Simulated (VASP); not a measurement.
Input of a VASP 6.6.1 run:

File INCAR:

```
SYSTEM = Hg
PREC = Accurate ; ENCUT = 520
EDIFF = 1E-7 ; ISMEAR = 0
SIGMA = 0.1 ; LREAL = .FALSE.
LASPH = .TRUE. ; NELM = 100
ALGO = Fast ; ISIF = 2
LWAVE = .FALSE. ; LCHARG = .TRUE.
GGA = PE ; IVDW = 12
LELF = .TRUE. ; LVHAR = .TRUE.
NBANDS = 32
```

Contents of KPOINTS:

```
Automatic mesh
0
G
  18 18 6
  0 0 0
```

POSCAR

```
Hg
1.0
    2.8280489650      0.0000000000      0.0000000000
   -1.4140244825      2.4491622468      0.0000000000
    0.0000000000      0.0000000000      9.4772939121
Hg
4
Direct
    0.0000000000      0.0000000000      0.0000000000
    0.3333333333      0.6666666667      0.2500000000
    0.0000000000      0.0000000000      0.5000000000
    0.6666666667      0.3333333333      0.7500000000
```

Potentials or basis: VASP PAW PBE potentials, release 64 (Hg).

Run with:

```bash
$ cat potpaw_PBE.64/Hg/POTCAR > POTCAR
$ mpirun -np 1 vasp_std > vasp.out
```

(1) Estimate the band gap on the k mesh.

(2) Predict the pressure.

(3) Estimate the dispersion energy per atom.

Answers

(1) zero (bands 24 and 25 overlap by 2.23 eV).

(2) 52.4 GPa.

(3) -0.644 eV.

Caveat: the cell stands under pressure; spin-orbit coupling is left out, which moves the levels of the heavy elements.
